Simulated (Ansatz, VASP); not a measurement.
This is a calculation of AlNi for Ansatz 0.2.0.

input.yaml

```yaml
crystal:
  lattice:
    - [2.881, 0.0, 0.0]
    - [0.0, 2.881, 0.0]
    - [0.0, 0.0, 2.881]
  atoms:
    - { symbol: Ni, position: [0.5, 0.5, 0.5], spin: 1.0 }
    - { symbol: Al, position: [0.0, 0.0, 0.0] }
hamiltonian:
  xc: pbe
  pseudopotentials: { kind: paw }
magnetization:
  spin_polarized: true
kpoints:
  mp_grid: { grid: [9, 9, 9] }
scf:
  occupations: { method: gaussian, width: 0.026 }
output:
  forces: true
  stress: true
  eigenvalues: true
```

Potentials or basis: Ansatz PAW.

The run is started by

```console
$ ansatz run input.yaml --threads 2 --pin off --max-ram 5632MiB --backend cpu --events-out ev --progress --plain --runs-dir out
```

Task: Set up the same calculation for VASP 6.6.1. Potentials there: VASP PAW PBE potentials, release 64 (Ni, Al).

Result: As run (the cutoff follows the program's own potentials):

The input INCAR:

```
SYSTEM = AlNi
ALGO = Normal ; EDIFF = 1E-6
ENCUT = 520 ; GGA = PE
ISIF = 2 ; ISMEAR = 0
ISPIN = 2 ; LASPH = .True.
LCHARG = .False. ; LMAXMIX = 4
LORBIT = 11 ; LREAL = .False.
LWAVE = .False. ; MAGMOM = 1 0
NBANDS = 18 ; NELM = 150
PREC = Accurate ; SIGMA = 0.026000000000000002
```

File KPOINTS:

```
k-points
0
Gamma
  9 9 9
  0 0 0
```

POSCAR

```
AlNi
1.0
    2.8810000000      0.0000000000      0.0000000000
    0.0000000000      2.8810000000      0.0000000000
    0.0000000000      0.0000000000      2.8810000000
Ni Al
1 1
Direct
    0.5000000000      0.5000000000      0.5000000000
    0.0000000000      0.0000000000      0.0000000000
```

Potentials or basis: VASP PAW PBE potentials, release 64 (Ni, Al).

Run with:

```console
$ cat potpaw_PBE.64/Ni/POTCAR potpaw_PBE.64/Al/POTCAR > POTCAR
$ mpirun -np 1 vasp_std > vasp.out
```

Both were run:

|  | VASP | Ansatz | Ansatz less VASP |
| --- | --- | --- | --- |
| gap on the k mesh at the Fermi level (eV) | none | none | - |
| pressure (GPa) | 1.9 | 1.9 | +0.01 |
| net moment per atom (μB) | 0.00 | 0.00 | 0.000 |

A gap of «none» marks a metal or a gap that the smearing closes. VASP's potentials hold 13 valence electrons a cell and Ansatz's 21, so a difference there can come from the potentials and not from the codes.
